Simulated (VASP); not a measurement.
Set up this calculation in VASP 6.6.1, as the native input.

```yaml
Task: single point
Functional: r2SCAN
Potentials_or_basis: VASP PAW PBE potentials, release 64 (Ti_sv, C)
Cutoff: 520 eV
k_mesh: 12 × 12 × 4
Occupations: gaussian, width 0.1 eV
Spin: no spin polarisation
Dipole_correction: no
Further_INCAR_settings: ALGO = Normal; EDIFF = 1e-06; NBANDS = 55
```

Crystal: Ti3C2.

```xyz
10
Lattice="3.0640 0.0000 0.0000 -1.5320 2.6535 0.0000 0.0000 0.0000 15.1185" Properties=species:S:1:pos:R:3 pbc="T T T"
Ti    0.0000    1.7690   12.7630
Ti    1.5320    0.8845    5.2037
Ti    1.5320    0.8845    2.3555
Ti    0.0000    1.7690    9.9148
Ti    0.0000    0.0000    0.0000
Ti    0.0000    0.0000    7.5593
C     1.5320    0.8845   13.8208
C     0.0000    1.7690    6.2615
C     1.5320    0.8845    8.8570
C     0.0000    1.7690    1.2977
```

These files were run (other wordings do the same):

POSCAR

```
Ti3C2
1.0
    3.0640472894      0.0000000000      0.0000000000
   -1.5320236447      2.6535427910      0.0000000000
    0.0000000000      0.0000000000     15.1185180878
Ti C
6 4
Direct
    0.3333333333      0.6666666667      0.8441961019
    0.6666666667      0.3333333333      0.3441961019
    0.6666666667      0.3333333333      0.1558038981
    0.3333333333      0.6666666667      0.6558038981
    0.0000000000      0.0000000000      0.0000000000
    0.0000000000      0.0000000000      0.5000000000
    0.6666666667      0.3333333333      0.9141626280
    0.3333333333      0.6666666667      0.4141626280
    0.6666666667      0.3333333333      0.5858373720
    0.3333333333      0.6666666667      0.0858373720
```

INCAR.step1

```
SYSTEM = Ti3C2
PREC = Accurate
ENCUT = 520
ISMEAR = 0
SIGMA = 0.1
LREAL = .FALSE.
LASPH = .TRUE.
NELM = 60
NBANDS = 55
GGA = PE
ALGO = Normal
EDIFF = 1E-4
LWAVE = .TRUE.
LCHARG = .FALSE.
```

INCAR.step2

```
SYSTEM = Ti3C2
PREC = Accurate
ENCUT = 520
EDIFF = 1E-6
ISMEAR = 0
SIGMA = 0.1
LREAL = .FALSE.
LASPH = .TRUE.
NELM = 60
ALGO = Normal
ISIF = 2
LWAVE = .FALSE.
LCHARG = .FALSE.
METAGGA = R2SCAN
LMIXTAU = .TRUE.
NBANDS = 55
ISTART = 1
```

KPOINTS

```
Automatic mesh
0
G
  12 12 4
  0 0 0
```

Potentials or basis: VASP PAW PBE potentials, release 64 (Ti_sv, C).

Run with:

```console
$ cat potpaw_PBE.64/Ti_sv/POTCAR potpaw_PBE.64/C/POTCAR > POTCAR
$ cp INCAR.step1 INCAR
$ mpirun -np 1 vasp_std > vasp.out
$ cp INCAR.step2 INCAR
$ mpirun -np 1 vasp_std > vasp.out
```

Results of the run:

| Property | Result |
| --- | --- |
| Pressure | 0.8 GPa |
| Largest force | 0.101 eV/Å |
| Band gap on the k mesh | zero (bands 44 and 45 overlap by 0.75 eV) |

Caveat: the PAW data sets were made with another functional, which shifts forces and pressure a little.

Run time: 42 min on 1 thread of Intel Xeon 8259CL, with other jobs on the host, peak memory 0.45 GiB.
